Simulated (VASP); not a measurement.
# Si (P6_3/mmc) in VASP: a series of runs, part 2 of 2

VASP 6.6.1. Earlier steps stand in the parts before.

### 3 Single point, PBEsol (11.72 Å³/atom)

This run uses another cell than the first one, of 11.72 Å³/atom.

Input file INCAR:

```
  PREC = Accurate
  ENCUT = 520
  EDIFF = 1E-6
  ISMEAR = 0
  SIGMA = 0.05
  LREAL = F
  LASPH = T
  NELM = 80
  ALGO = Normal
  ISIF = 2
  LWAVE = F
  LCHARG = F
  GGA = PS
  NBANDS = 11
```

Input file KPOINTS:

```
regular mesh
0
Gamma
  20 20 10
```

Input file POSCAR:

```
Si
1.0
    2.5190735301      0.0000000000      0.0000000000
   -1.2595367650      2.1815816710      0.0000000000
    0.0000000000      0.0000000000      4.2644988485
Si
2
Direct
    0.3333333333      0.6666666667      0.2500000000
    0.6666666667      0.3333333333      0.7500000000
```

Potentials or basis: VASP PAW PBE potentials, release 64 (Si).

Started as:

```bash
$ cat potpaw_PBE.64/Si/POTCAR > POTCAR
$ mpirun -np 1 vasp_std > vasp.out
```

OUTCAR:

```text
PREC = Accurate
   ENCUT = 520
   EDIFF = 1E-6
   ISMEAR = 0
   LREAL = F
   LASPH = T
   NELM = 80
   ISIF = 2
   GGA = PS

 ion  position               nearest neighbor table
   1  0.333  0.667  0.250-   2 2.58   2 2.58   2 2.58   2 2.58   2 2.58   2 2.58
   2  0.667  0.333  0.750-   1 2.58   1 2.58   1 2.58   1 2.58   1 2.58   1 2.58

  LATTYP: Found a hexagonal cell.
 ALAT       =     2.5190735301
 C/A-ratio  =     1.6928838311

  Lattice vectors:

 A1 = (   2.5190735301,   0.0000000000,   0.0000000000)
 A2 = (  -1.2595367650,   2.1815816710,   0.0000000000)
 A3 = (   0.0000000000,   0.0000000000,   4.2644988485)

Analysis of symmetry for initial positions (statically):
=====================================================================
 Subroutine PRICEL returns:
 Original cell was already a primitive cell.

 Routine SETGRP: Setting up the symmetry group for a
 hexagonal supercell.

 Subroutine GETGRP returns: Found 24 space group operations
 (whereof 12 operations were pure point group operations)
 out of a pool of 24 trial point group operations.

The static configuration has the point symmetry D_3d.
 The point group associated with its full space group is D_6h.

Analysis of symmetry for dynamics (positions and initial velocities):
=====================================================================
 Subroutine PRICEL returns:
 Original cell was already a primitive cell.

 Routine SETGRP: Setting up the symmetry group for a
 hexagonal supercell.

 Subroutine GETGRP returns: Found 24 space group operations
 (whereof 12 operations were pure point group operations)
 out of a pool of 24 trial point group operations.

The dynamic configuration has the point symmetry D_3d.
 The point group associated with its full space group is D_6h.

 Subroutine INISYM returns: Found 24 space group operations
 (whereof 12 operations are pure point group operations),
 and found     1 'primitive' translations

[... 115 lines left out ...]
  volume/ion in A,a.u.               =      11.72        79.08
  Fermi-wavevector in a.u.,A,eV,Ry     =   1.144137  2.162106 17.810701  1.309050
  Thomas-Fermi vector in A             =   2.280830
   LORBIT       =      0    0 simple, 1 ext, 2 COOP (PROOUT), +10 PAW based schemes
   GGA     = PS    functional components
   LHFCALC =     F    Hartree Fock is set to
   AEXX    =    0.0000 exact exchange contribution
   IVDW    =     0    specifies the selected vdW correction
   LEPSILON=     F    determine dielectric tensor
   LRPA    =     F    only Hartree local field effects (RPA)
 non-spin polarized calculation
 Gauss-broadening in eV      SIGMA  =   0.05
  energy-cutoff  :      520.00
  volume of cell :       23.44
 maximum number of plane-waves:       651
 NGX is ok and might be reduce to    20
   NGX =  9   NGY =  9   NGZ = 15

 number of electron       8.0000001 magnetization

 Free energy of the ion-electron system (eV)
  ---------------------------------------------------
  ext. energy  EPLUGINS =         0.00000000
  ---------------------------------------------------
  free energy    TOTEN  =       -10.44826587 eV

  energy without entropy =      -10.44797867  energy(sigma->0) =      -10.44812227

 E-fermi :  13.1064     XC(G=0): -12.1120

 val. band max:       13.1018603207   @ k =   0.4000   0.1000   0.0000
 cond. band min:      13.1338659877   @ k =   0.4500   0.1000   0.1000
 fundamental gap:      0.0320056670
 Fermi energy:        13.1063515991

 k-point     1 :       0.0000    0.0000    0.0000
  band No.  band energies     occupation
      1      -3.4047      2.00000
      2       4.3046      2.00000
      3       4.5427      2.00000
      4      23.7054      0.00000
      5      23.7054      0.00000
      6      24.4586      0.00000
      7      24.4586      0.00000
      8      24.7333      0.00000
      9      26.0519      0.00000
     10      28.3817      0.00000
     11      29.5537      0.00000
[... 309 lines left out ...]
 k-point    24 :       0.2500    0.1000    0.0000
  band No.  band energies     occupation
      1      -0.4518      2.00000
      2       7.1047      2.00000
      3       7.3298      2.00000
      4      11.3957      2.00000
      5      15.4496      0.00000
      6      18.5702      0.00000
      7      18.7633      0.00000
      8      22.3662      0.00000
      9      23.4056      0.00000
     10      24.0205      0.00000
     11      28.6909      0.00000

 [... further k-points ...]
[... 5 lines left out ...]
  --------------------------------------------------------------------------------------
  -------------------------------------------------------------------------------------
  Total        3.6629666      3.6629666      3.6615723      0.0000000      0.0000000     -0.0000000
  in kB      250.4166604    250.4166603    250.3213376      0.0000000      0.0000000     -0.0000000
  external PRESSURE =     250.3848861 kB  Pullay stress =       0.0000000 kB

 VOLUME and BASIS-vectors are now :
 -----------------------------------------------------------------------------
  energy-cutoff  :      520.00
  volume of cell :       23.44
      direct lattice vectors                 reciprocal lattice vectors
     2.519073530  0.000000000  0.000000000     0.396971342  0.229191511  0.000000000
    -1.259536765  2.181581671  0.000000000     0.000000000  0.458383022  0.000000000
     0.000000000  0.000000000  4.264498848     0.000000000  0.000000000  0.234494142

 POSITION                                       TOTAL-FORCE (eV/Angst)
 -----------------------------------------------------------------------------------
     -0.00000      1.45439      1.06612        -0.000000     -0.000000      0.000000
      1.25954      0.72719      3.19837         0.000000      0.000000      0.000000
 -----------------------------------------------------------------------------------
    total drift:                               -0.000000      0.000000     -0.000000

  FREE ENERGIE OF THE ION-ELECTRON SYSTEM (eV)
  ---------------------------------------------------
  free  energy   TOTEN  =       -10.4482658738 eV

  energy  without entropy=      -10.4479786702  energy(sigma->0) =      -10.44812227
```

OSZICAR:

```text
N       E                     dE             d eps       ncg     rms          rms(c)
DAV:   1     0.550657677151E+01    0.55066E+01   -0.36149E+03  5824   0.627E+02
DAV:   2    -0.101252218508E+02   -0.15632E+02   -0.14946E+02  7588   0.892E+01
DAV:   3    -0.105168110519E+02   -0.39159E+00   -0.38599E+00  7487   0.113E+01
DAV:   4    -0.105178856074E+02   -0.10746E-02   -0.10745E-02  7128   0.751E-01
DAV:   5    -0.105178884170E+02   -0.28096E-05   -0.28089E-05  7230   0.347E-02    0.584E+00
DAV:   6    -0.104738035095E+02    0.44085E-01   -0.86202E-03  6637   0.455E-01    0.324E+00
DAV:   7    -0.104485151666E+02    0.25288E-01   -0.16456E-02  6435   0.631E-01    0.185E-01
DAV:   8    -0.104482686763E+02    0.24649E-03   -0.18888E-04  8295   0.938E-02    0.222E-02
DAV:   9    -0.104482667700E+02    0.19063E-05   -0.27934E-06  6947   0.996E-03    0.310E-03
DAV:  10    -0.104482658738E+02    0.89628E-06   -0.20536E-07  4579   0.237E-03
   1 F= -.10448266E+02 E0= -.10448122E+02  d E =-.287204E-03
```

Wall time 72 s (1 thread of Intel Xeon 8259CL, shared host); peak memory 0.17 GiB.

Results:

```
Free energy            : -10.4483 eV
Pressure               : 25.0 GPa
Band gap on the k mesh : zero (bands 4 and 5 overlap by 14.27 eV)
```

Levels at points of the mesh, in eV from the Fermi level:
```
           k point  band 1  band 2  band 3  band 4  band 5  band 6  band 7  band 8
(0.00, 0.00, 0.00)  -16.51   -8.80   -8.56   10.60   10.60   11.35   11.35   11.63
(0.50, 0.00, 0.00)   -9.18   -8.91   -2.03   -1.89   -1.02   -0.67    4.45    6.68
(0.00, 0.00, 0.50)  -14.52  -14.52    0.67    0.67   12.17   12.17   12.17   12.17
(0.50, 0.00, 0.50)   -7.54   -7.54   -6.64   -6.64    6.15    6.15    6.74    6.74
```

Caveat: the cell stands under pressure; the PAW data sets were made with another functional, which shifts forces and pressure a little.

### 4 Single point, PBEsol (8.93 Å³/atom)

This run uses another cell than the first one, of 8.93 Å³/atom.

Input file INCAR:

```
SYSTEM = Si
ALGO = Normal
EDIFF = 1E-6
ENCUT = 520
GGA = PS
ISIF = 2
ISMEAR = 0
LASPH = .True.
LCHARG = .False.
LREAL = .False.
LWAVE = .False.
NBANDS = 11
NELM = 60
PREC = Accurate
SIGMA = 0.05
```

Input file KPOINTS:

```
k-points
0
Gamma
  22 22 12
  0 0 0
```

Input file POSCAR:

```
Si
1.0
    2.3033042820      0.0000000000      0.0000000000
   -1.1516521410      1.9947200209      0.0000000000
    0.0000000000      0.0000000000      3.8864022450
Si
2
Direct
    0.3333333333      0.6666666667      0.2500000000
    0.6666666667      0.3333333333      0.7500000000
```

Started as:

```bash
$ cat potpaw_PBE.64/Si/POTCAR > POTCAR
$ mpirun -np 1 vasp_std > vasp.out
```

It took 100 s on 1 thread of Intel Xeon 8259CL, shared host; peak memory 0.17 GiB.

Results (log left out):

| Quantity | Value |
| --- | --- |
| Free energy | -8.2609 eV |
| Pressure | 119.2 GPa |
| Band gap on the k mesh | zero (bands 4 and 5 overlap by 16.21 eV) |

Levels at points of the mesh, in eV from the Fermi level:
| k point | band 1 | band 2 | band 3 | band 4 | band 5 | band 6 | band 7 | band 8 | band 9 |
| --- | --- | --- | --- | --- | --- | --- | --- | --- | --- |
| (0.00, 0.00, 0.00) | -19.50 | -10.60 | -9.77 | 12.79 | 12.80 | 12.80 | 13.16 | 13.16 | 17.10 |
| (0.50, 0.00, 0.00) | -10.83 | -10.64 | -2.62 | -1.75 | -1.68 | -0.65 | 5.81 | 8.88 | 12.97 |
| (0.00, 0.00, 0.50) | -17.12 | -17.12 | 0.82 | 0.82 | 13.82 | 13.82 | 13.82 | 13.82 | 16.55 |
| (0.50, 0.00, 0.50) | -9.21 | -9.21 | -7.52 | -7.52 | 6.84 | 6.84 | 7.73 | 7.73 | 9.29 |

Caveat: the cell stands under pressure; the PAW data sets were made with another functional, which shifts forces and pressure a little.

### 5 Single point, PBEsol (10.60 Å³/atom)

This run uses another cell than the first one, of 10.60 Å³/atom.

Input file INCAR:

```
SYSTEM = Si
PREC = Accurate
ENCUT = 520
EDIFF = 1E-6
ISMEAR = 0
SIGMA = 0.05
LREAL = .False.
LASPH = .True.
NELM = 60
ALGO = Normal
ISIF = 2
LWAVE = .False.
LCHARG = .True.
GGA = PS
LELF = .True.
LVHAR = .True.
NBANDS = 11
```

Input file KPOINTS:

```
regular mesh
0
Gamma
  20 20 12
  0 0 0
```

Input file POSCAR:

```
Si
1.0
    2.4399176593      0.0000000000      0.0000000000
   -1.2199588296      2.1130306761      0.0000000000
    0.0000000000      0.0000000000      4.1127627366
Si
2
Direct
    0.3333333333      0.6666666667      0.2500000000
    0.6666666667      0.3333333333      0.7500000000
```

Started as:

```bash
$ cat potpaw_PBE.64/Si/POTCAR > POTCAR
$ mpirun -np 1 vasp_std > vasp.out
```

Run time: 93 s. Hardware: 1 thread of Intel Xeon 8259CL, shared host; peak memory 0.17 GiB.

It converged, with:

| Quantity | Value |
| --- | --- |
| Free energy | -9.9382 eV |
| Pressure | 49.9 GPa |
| Band gap on the k mesh | zero (bands 4 and 5 overlap by 15.08 eV) |

Levels at points of the mesh, in eV from the Fermi level:
```tsv
k point	band 1	band 2	band 3	band 4	band 5	band 6	band 7	band 8
(0.00, 0.00, 0.00)	-17.58	-9.29	-9.11	11.45	11.45	11.83	11.83	12.09
(0.50, 0.00, 0.00)	-9.73	-9.61	-2.26	-1.81	-1.04	-0.81	4.84	7.27
(0.00, 0.00, 0.50)	-15.45	-15.45	0.78	0.78	12.82	12.82	12.82	12.82
(0.50, 0.00, 0.50)	-8.15	-8.15	-6.97	-6.97	6.64	6.64	6.81	6.81
```

Caveat: the cell stands under pressure; the PAW data sets were made with another functional, which shifts forces and pressure a little.

### 6 The runs side by side

```tsv
cell	k mesh	gap on the mesh (eV)	pressure (GPa)
a = 2.479, b = 2.479, c = 4.195 Å, angles 90.0, 90.0, 120.0°, 2 atoms	20 × 20 × 10	none	36.1
a = 2.519, b = 2.519, c = 4.264 Å, angles 90.0, 90.0, 120.0°, 2 atoms	20 × 20 × 10	none	25.0
a = 2.303, b = 2.303, c = 3.886 Å, angles 90.0, 90.0, 120.0°, 2 atoms	22 × 22 × 12	none	119.2
a = 2.440, b = 2.440, c = 4.113 Å, angles 90.0, 90.0, 120.0°, 2 atoms	20 × 20 × 12	none	49.9
```

Alike in all rows: task single point; level PBEsol; potentials or basis VASP PAW PBE potentials, release 64 (Si); no spin polarisation; cutoff (eV) 520; smearing gaussian 0.05 eV.

Caveats: the cell stands under pressure; the PAW data sets were made with another functional, which shifts forces and pressure a little.

Absolute energies hang on the potentials; compare differences alone.

The gap in the log of VASP goes by the Fermi energy; the results here count the filled bands.